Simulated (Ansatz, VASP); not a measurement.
## SnSe2 in VASP and in Ansatz

```
Sn Se
1.0
     3.81100    0.00000    0.00000
    -1.90550    3.30042    0.00000
     0.00000    0.00000    6.13600
Sn Se
1 2
Cartesian
  0.0000 0.0000 0.0000
  0.0000 2.2003 1.5279
  1.9055 1.1001 4.6081
```

Alike in both runs: task single point; functional PBEsol; k mesh 6 × 6 × 4; occupations gaussian, width 0.1 eV; no spin polarisation.

```csv
,VASP,Ansatz
version,VASP 6.6.1,Ansatz 0.2.0
potentials or method,"VASP PAW PBE potentials, release 64 (Sn_d, Se), cutoff 520 eV","scalar-relativistic, plane waves, PAW"
valence electrons in the cell,26,46
```

|  | VASP | Ansatz | Ansatz less VASP |
| --- | --- | --- | --- |
| gap on the k mesh at the Fermi level (eV) | 0.74 | 0.75 | +0.009 |
| least direct gap on the mesh (eV) | 1.00 | 1.01 | +0.010 |
| pressure (GPa) | 2.7 | 2.5 | -0.12 |
| traceless stress, the component that is largest in VASP (GPa) | 1.13 | 1.14 | +0.001 |
| rms of the force components (eV/Å) | 0.289 | 0.279 | -0.0105 |

VASP's potentials were made for PBE, not for PBEsol. Atom by atom the forces differ by 0.010 eV/Å (rms over components). VASP's potentials hold 26 valence electrons a cell and Ansatz's 46, so a difference there can come from the potentials and not from the codes.
